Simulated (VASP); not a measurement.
# Al2O3 (P-3m1) in VASP: notebook

Runs on Al2O3. Level: r2SCAN. Tasks: single point.

Everything below comes from runs of VASP 6.6.1. Logs are shortened: lines on timing, memory, paths and dates and some standing lists are left out, and cuts for length are marked.

**1. The cell of the first run**

The structure is trigonal, space group P-3m1 (No. 164). The conventional cell has a = 3.138 Å, b = 3.138 Å, c = 8.181 Å, α = 90.00°, β = 90.00°, γ = 120.00°. Al (site symmetry 3m) has 4 O at 1.82 to 1.92 Å within 2.4 Å. Within 2.5 Å of O (site symmetry 3m) lie 3 Al at 1.92 Å. O (site symmetry -3m) has 2 Al at 1.82 Å within 2.4 Å.

**2. Single point, r2SCAN (strain +0.040 along x and y, +0.080 along z)**

POSCAR

```
Al2O3
1.0
    3.1381818458      0.0000000000      0.0000000000
   -1.5690909229      2.7177452001      0.0000000000
    0.0000000000      0.0000000000      8.1806068824
Al O
2 3
Direct
    0.0000000000      0.0000000000      0.2779510000
    0.0000000000      0.0000000000      0.7220490000
    0.3333333333      0.6666666667      0.1994540000
    0.6666666667      0.3333333333      0.8005460000
    0.0000000000      0.0000000000      0.5000000000
```

INCAR.step1

```
PREC = Accurate
ENCUT = 520
ISMEAR = 0
SIGMA = 0.05
LREAL = F
LASPH = T
NELM = 80
NBANDS = 20
GGA = PE
ALGO = Normal
EDIFF = 1E-4
LWAVE = T
LCHARG = F
```

INCAR.step2

```
PREC = Accurate
ENCUT = 520
EDIFF = 1E-7
ISMEAR = 0
SIGMA = 0.05
LREAL = F
LASPH = T
NELM = 80
ALGO = Normal
ISIF = 2
LWAVE = F
LCHARG = F
METAGGA = R2SCAN
LMIXTAU = T
NBANDS = 20
ISTART = 1
```

KPOINTS

```
Automatic mesh
0
Gamma
  12 12 4
```

Potentials or basis: VASP PAW PBE potentials, release 64 (Al, O).

Started as:

```sh
$ cat potpaw_PBE.64/Al/POTCAR potpaw_PBE.64/O/POTCAR > POTCAR
$ cp INCAR.step1 INCAR
$ mpirun -np 1 vasp_std > vasp.out
$ cp INCAR.step2 INCAR
$ mpirun -np 1 vasp_std > vasp.out
```

OUTCAR:

```text
PREC = Accurate
   ENCUT = 520
   EDIFF = 1E-7
   ISMEAR = 0
   LREAL = F
   LASPH = T
   NELM = 80
   ISIF = 2
   METAGGA = R2SCAN
   ISTART = 1

 ion  position               nearest neighbor table
   1  0.000  0.000  0.278-   5 1.82   3 1.92   3 1.92   3 1.92
   2  0.000  0.000  0.722-   5 1.82   4 1.92   4 1.92   4 1.92
   3  0.333  0.667  0.199-   1 1.92   1 1.92   1 1.92
   4  0.667  0.333  0.801-   2 1.92   2 1.92   2 1.92
   5  0.000  0.000  0.500-   1 1.82   2 1.82

  LATTYP: Found a hexagonal cell.
 ALAT       =     3.1381818458
 C/A-ratio  =     2.6067982304

  Lattice vectors:

 A1 = (   3.1381818458,   0.0000000000,   0.0000000000)
 A2 = (  -1.5690909229,   2.7177452001,   0.0000000000)
 A3 = (   0.0000000000,   0.0000000000,   8.1806068824)

Analysis of symmetry for initial positions (statically):
=====================================================================
 Subroutine PRICEL returns:
 Original cell was already a primitive cell.

 Routine SETGRP: Setting up the symmetry group for a
 hexagonal supercell.

 Subroutine GETGRP returns: Found 12 space group operations
 (whereof 12 operations were pure point group operations)
 out of a pool of 24 trial point group operations.

The static configuration has the point symmetry D_3d.

Analysis of symmetry for dynamics (positions and initial velocities):
=====================================================================
 Subroutine PRICEL returns:
 Original cell was already a primitive cell.

 Routine SETGRP: Setting up the symmetry group for a
 hexagonal supercell.

 Subroutine GETGRP returns: Found 12 space group operations
 (whereof 12 operations were pure point group operations)
 out of a pool of 24 trial point group operations.

The dynamic configuration has the point symmetry D_3d.

 Subroutine INISYM returns: Found 12 space group operations
 (whereof 12 operations are pure point group operations),
 and found     1 'primitive' translations

----------------------------------------------------------------------------------------

                                     Primitive cell

  volume of cell :      69.7706

  direct lattice vectors                    reciprocal lattice vectors
     3.138181846  0.000000000  0.000000000     0.318655849  0.183976040  0.000000000
    -1.569090923  2.717745200  0.000000000     0.000000000  0.367952080  0.000000000
     0.000000000  0.000000000  8.180606882     0.000000000  0.000000000  0.122240320

  length of vectors
     3.138181846  3.138181846  8.180606882     0.367952080  0.367952080  0.122240320

  position of ions in fractional coordinates (direct lattice)
     0.000000000  0.000000000  0.277951000
     0.000000000  0.000000000  0.722049000
     0.333333333  0.666666667  0.199454000
     0.666666667  0.333333333  0.800546000
     0.000000000  0.000000000  0.500000000

  ion indices of the primitive-cell ions
   primitive index   ion index
                 1           1
                 2           2
                 3           3
                 4           4
                 5           5

----------------------------------------------------------------------------------------

 KPOINTS: Automatic mesh

Automatic generation of k-mesh.
 Grid dimensions read from file:
 generate k-points for:   12   12    4

 Generating k-lattice:

  Cartesian coordinates                     Fractional coordinates (reciprocal lattice)
     0.026554654  0.015331337  0.000000000     0.083333333  0.000000000  0.000000000
     0.000000000  0.030662673  0.000000000     0.000000000  0.083333333  0.000000000
     0.000000000  0.000000000  0.030560080     0.000000000  0.000000000  0.250000000

  Length of vectors
     0.030662673  0.030662673  0.030560080

  Shift w.r.t. Gamma in fractional coordinates (k-lattice)
     0.000000000  0.000000000  0.000000000

 Subroutine IBZKPT returns following result:
 ===========================================

 Found     69 irreducible k-points:

 Following reciprocal coordinates:
            Coordinates               Weight
  0.000000  0.000000  0.000000      1.000000
  0.083333  0.000000  0.000000      6.000000
  0.166667  0.000000  0.000000      6.000000
  0.250000  0.000000  0.000000      6.000000
  0.333333  0.000000  0.000000      6.000000
  0.416667  0.000000  0.000000      6.000000
[... 16 lines left out ...]
  0.166667  0.000000  0.250000      6.000000
  0.000000  0.166667  0.250000      6.000000
 [... further k-points ...]
   k-points           NKPTS =     69   k-points in BZ     NKDIM =     69   number of bands    NBANDS=     20
   number of dos      NEDOS =    301   number of ions     NIONS =      5
   total plane-waves  NPLWV =  36864
   dimension x,y,z NGX =    24 NGY =   24 NGZ =   64
   dimension x,y,z NGXF=    48 NGYF=   48 NGZF=  128
   ions per type =               2   3
   NGX,Y,Z   is equivalent  to a cutoff of  12.71, 12.71, 13.01 a.u.
   NGXF,Y,Z  is equivalent  to a cutoff of  25.43, 25.43, 26.01 a.u.
 SYSTEM =  unknown system
   PREC   = accura    normal or accurate (medium, high low for compatibility)
   ISTART =      1    job   : 0-new  1-cont  2-samecut
   ICHARG =      0    charge: 1-file 2-atom 10-const
   ISPIN  =      1    spin polarized calculation?
   LNONCOLLINEAR =      F non collinear calculations
   LSORBIT =      F    spin-orbit coupling
   LASPH  =      T    aspherical Exc in radial PAW
   ENCUT  =  520.0 eV  38.22 Ry    6.18 a.u.   5.83  5.83 15.21*2*pi/ulx,y,z
   NELM   =     80;   NELMIN=  2; NELMDL=  0     # of ELM steps
   EDIFF  = 0.1E-06   stopping-criterion for ELM
   LREAL  =      F    real-space projection
   EDIFFG = 0.1E-05   stopping-criterion for IOM
   NSW    =      0    number of steps for IOM
   IBRION =     -1    ionic relax: 0-MD 1-quasi-New 2-CG
   NFREE  =      0    steps in history (QN), initial steepest desc. (CG)
   ISIF   =      2    stress and relaxation
   ISYM   =      2    0-nonsym 1-usesym 2-fastsym
   POTIM  = 0.5000    time-step for ionic-motion
   TEBEG  =    0.0;   TEEND  =   0.0 temperature during run
   PSTRESS=    0.0 pullay stress
   NELECT =      24.0000    total number of electrons
   NUPDOWN=      -1.0000    fix difference up-down
   EMIN   =  10.00;   EMAX   =-10.00  energy-range for DOS
   EFERMI =   0.00;   METHOD = LEGACY
   ISMEAR =     0;   SIGMA  =   0.05  broadening in eV -4-tet -1-fermi 0-gaus
   EFERMI_NEDOS =   21; number of points for ismear=-14 and -15
   IALGO  =     38    algorithm
   IMIX   =      4    mixing-type and parameters
     AMIX     =   0.40;   BMIX     =  1.00
     AMIX_MAG =   1.60;   BMIX_MAG =  1.00
  volume/ion in A,a.u.               =      13.95        94.17
  Fermi-wavevector in a.u.,A,eV,Ry     =   1.147064  2.167637 17.901956  1.315757
  Thomas-Fermi vector in A             =   2.283746
   LORBIT       =      0    0 simple, 1 ext, 2 COOP (PROOUT), +10 PAW based schemes
   METAGGA = R2SCAN    functional components
   LHFCALC =     F    Hartree Fock is set to
   AEXX    =    0.0000 exact exchange contribution
   IVDW    =     0    specifies the selected vdW correction
   LEPSILON=     F    determine dielectric tensor
   LRPA    =     F    only Hartree local field effects (RPA)
 non-spin polarized calculation
 Gauss-broadening in eV      SIGMA  =   0.05
  energy-cutoff  :      520.00
  volume of cell :       69.77
 maximum number of plane-waves:      1892
   NGX = 11   NGY = 11   NGZ = 31

 number of electron      23.9999982 magnetization

 Free energy of the ion-electron system (eV)
  ---------------------------------------------------
  ext. energy  EPLUGINS =         0.00000000
  ---------------------------------------------------
  free energy    TOTEN  =       -45.51856089 eV

  energy without entropy =      -45.51856089  energy(sigma->0) =      -45.51856089

 E-fermi :   2.9952     XC(G=0):  -9.4548

 val. band max:        2.7807850867   @ k =   0.0000   0.0000   0.0000
 cond. band min:       4.2530458225   @ k =   0.0000   0.0000   0.0000
 fundamental gap:      1.4722607358
 Fermi energy:         2.9952251749

 k-point     1 :       0.0000    0.0000    0.0000
  band No.  band energies     occupation
      1     -17.8488      2.00000
      2     -17.7629      2.00000
      3     -14.7399      2.00000
      4      -3.1548      2.00000
      5      -1.9876      2.00000
      6      -1.4152      2.00000
[... 12 lines left out ...]
     19      14.1530      0.00000
     20      14.5024      0.00000

 k-point     2 :       0.0833    0.0000    0.0000
  band No.  band energies     occupation
      1     -17.8082      2.00000
      2     -17.7253      2.00000
      3     -14.7164      2.00000
      4      -3.1384      2.00000
      5      -1.9445      2.00000
      6      -1.6930      2.00000
[... 12 lines left out ...]
     19      14.0937      0.00000
     20      14.2918      0.00000

 k-point     3 :       0.1667    0.0000    0.0000
  band No.  band energies     occupation
      1     -17.6946      2.00000
      2     -17.6207      2.00000
      3     -14.6516      2.00000
      4      -3.1917      2.00000
      5      -2.3693      2.00000
      6      -2.0064      2.00000
[... 12 lines left out ...]
     19      13.9194      0.00000
     20      14.6264      0.00000

 k-point     4 :       0.2500    0.0000    0.0000
  band No.  band energies     occupation
      1     -17.5326      2.00000
      2     -17.4729      2.00000
      3     -14.5616      2.00000
      4      -3.5608      2.00000
      5      -3.1433      2.00000
      6      -2.0701      2.00000
[... 429 lines left out ...]
 k-point    23 :       0.1667    0.0000    0.2500
  band No.  band energies     occupation
      1     -17.6844      2.00000
      2     -17.6313      2.00000
      3     -14.6508      2.00000
      4      -3.2041      2.00000
      5      -2.3793      2.00000
      6      -2.1448      2.00000
[... 12 lines left out ...]
     19      14.3639      0.00000
     20      14.5965      0.00000

 k-point    24 :       0.0000    0.1667    0.2500
  band No.  band energies     occupation
      1     -17.6838      2.00000
      2     -17.6319      2.00000
      3     -14.6507      2.00000
      4      -3.2152      2.00000
      5      -2.3539      2.00000
      6      -2.1839      2.00000
[... 12 lines left out ...]
     19      14.4781      0.00000
     20      14.6300      0.00000

 [... further k-points ...]

------------------------ aborting loop because EDIFF is reached ----------------------------------------

  FORCE on cell =-STRESS in cart. coord.  units (eV):
  Direction    XX          YY          ZZ          XY          YZ          ZX
  --------------------------------------------------------------------------------------
  -------------------------------------------------------------------------------------
  Total       -7.9653329     -7.9653329    -15.0915638      0.0000000     -0.0000000      0.0000000
  in kB     -182.9119790   -182.9119790   -346.5552325      0.0000000     -0.0000000      0.0000000
  external PRESSURE =    -237.4597302 kB  Pullay stress =       0.0000000 kB

 VOLUME and BASIS-vectors are now :
 -----------------------------------------------------------------------------
  energy-cutoff  :      520.00
  volume of cell :       69.77
      direct lattice vectors                 reciprocal lattice vectors
     3.138181846  0.000000000  0.000000000     0.318655849  0.183976040  0.000000000
    -1.569090923  2.717745200  0.000000000     0.000000000  0.367952080  0.000000000
     0.000000000  0.000000000  8.180606882     0.000000000  0.000000000  0.122240320

 POSITION                                       TOTAL-FORCE (eV/Angst)
 -----------------------------------------------------------------------------------
      0.00000      0.00000      2.27381         0.000000     -0.000000      2.051244
      0.00000      0.00000      5.90680        -0.000000      0.000000     -2.051244
     -0.00000      1.81183      1.63165        -0.000000      0.000000      1.496593
      1.56909      0.90592      6.54895        -0.000000     -0.000000     -1.496593
      0.00000      0.00000      4.09030        -0.000000      0.000000      0.000000
 -----------------------------------------------------------------------------------
    total drift:                                0.000000      0.000000     -0.000000

  FREE ENERGIE OF THE ION-ELECTRON SYSTEM (eV)
  ---------------------------------------------------
  free  energy   TOTEN  =       -45.5185608877 eV

  energy  without entropy=      -45.5185608877  energy(sigma->0) =      -45.51856089
```

Run time: 2.1 min. Hardware: 1 thread of Intel Xeon 6975P-C (Granite Rapids), shared host; peak memory 0.23 GiB.

What came out:

```
Free energy            : -45.5186 eV
Pressure               : -23.7 GPa
Largest force          : 2.051 eV/Å
Band gap on the k mesh : 1.47 eV, direct
```

Forces on the atoms (eV/Å):
```
Al   0.000  0.000  2.051
Al   0.000  0.000 -2.051
O    0.000  0.000  1.497
O    0.000  0.000 -1.497
O    0.000  0.000  0.000
```

Caveat: the cell differs from its parent crystal (strain +0.040 along x and y, +0.080 along z); the PAW data sets were made with another functional, which shifts forces and pressure a little.

**3. Single point, r2SCAN (strain +0.080 along x and y, +0.040 along z)**

POSCAR: that of step 2 with these lines changed.

```diff
@@ -2,5 +2,5 @@
 1.0
-    3.1381818458      0.0000000000      0.0000000000
-   -1.5690909229      2.7177452001      0.0000000000
-    0.0000000000      0.0000000000      8.1806068824
+    3.2588811475      0.0000000000      0.0000000000
+   -1.6294405738      2.8222738617      0.0000000000
+    0.0000000000      0.0000000000      7.8776214423
 Al O
```

INCAR.step1

```
SYSTEM = Al2O3
  PREC = Accurate
  ENCUT = 520
  ISMEAR = 0
  SIGMA = 0.05
  LREAL = .FALSE.
  LASPH = .TRUE.
  NELM = 100
  NBANDS = 20
  GGA = PE
  ALGO = Normal
  EDIFF = 1E-4
  LWAVE = .TRUE.
  LCHARG = .FALSE.
```

INCAR.step2

```
SYSTEM = Al2O3
  PREC = Accurate
  ENCUT = 520
  EDIFF = 1E-7
  ISMEAR = 0
  SIGMA = 0.05
  LREAL = .FALSE.
  LASPH = .TRUE.
  NELM = 100
  ALGO = Normal
  ISIF = 2
  LWAVE = .FALSE.
  LCHARG = .FALSE.
  METAGGA = R2SCAN
  LMIXTAU = .TRUE.
  NBANDS = 20
  ISTART = 1
```

KPOINTS

```
regular mesh
0
G
  12 12 4
  0 0 0
```

Potentials or basis: VASP PAW PBE potentials, release 64 (Al, O).

Started as:

```sh
$ cat potpaw_PBE.64/Al/POTCAR potpaw_PBE.64/O/POTCAR > POTCAR
$ cp INCAR.step1 INCAR
$ mpirun -np 1 vasp_std > vasp.out
$ cp INCAR.step2 INCAR
$ mpirun -np 1 vasp_std > vasp.out
```

It took 2.3 min on 1 thread of Intel Xeon 6975P-C (Granite Rapids), shared host; peak memory 0.23 GiB.

The run converged. Its results:

* Free energy: -45.2275 eV
* Pressure: -25.2 GPa
* Largest force: 1.444 eV/Å
* Band gap on the k mesh: 1.99 eV, direct

Forces in eV/Å, atoms in the order of the input:
```
Al   0.000  0.000  0.784
Al   0.000  0.000 -0.784
O    0.000  0.000  1.444
O    0.000  0.000 -1.444
O    0.000  0.000  0.000
```

Stress tensor (GPa, compression positive):
```
-27.01   0.00   0.00
  0.00 -27.01   0.00
  0.00   0.00 -21.67
```

Levels at points of the mesh, in eV from the valence-band top:
| k point | band 8 | band 9 | band 10 | band 11 | band 12 | band 13 | band 14 | band 15 | band 16 | band 17 |
| --- | --- | --- | --- | --- | --- | --- | --- | --- | --- | --- |
| (0.00, 0.00, 0.00) | -3.05 | -3.05 | -1.77 | 0.00 | 0.00 | 1.99 | 3.82 | 7.35 | 10.61 | 10.81 |
| (0.50, 0.00, 0.00) | -3.54 | -2.92 | -2.32 | -1.14 | -0.33 | 5.13 | 6.33 | 7.64 | 8.82 | 9.12 |
| (0.00, 0.00, 0.50) | -3.04 | -2.78 | -2.44 | 0.00 | 0.00 | 2.89 | 2.93 | 8.07 | 8.88 | 11.35 |
| (0.50, 0.00, 0.50) | -3.60 | -2.76 | -2.50 | -1.09 | -0.32 | 5.49 | 5.82 | 7.62 | 8.47 | 10.05 |

Caveat: the cell differs from its parent crystal (strain +0.080 along x and y, +0.040 along z); the PAW data sets were made with another functional, which shifts forces and pressure a little.

[end of part 1 of 2]
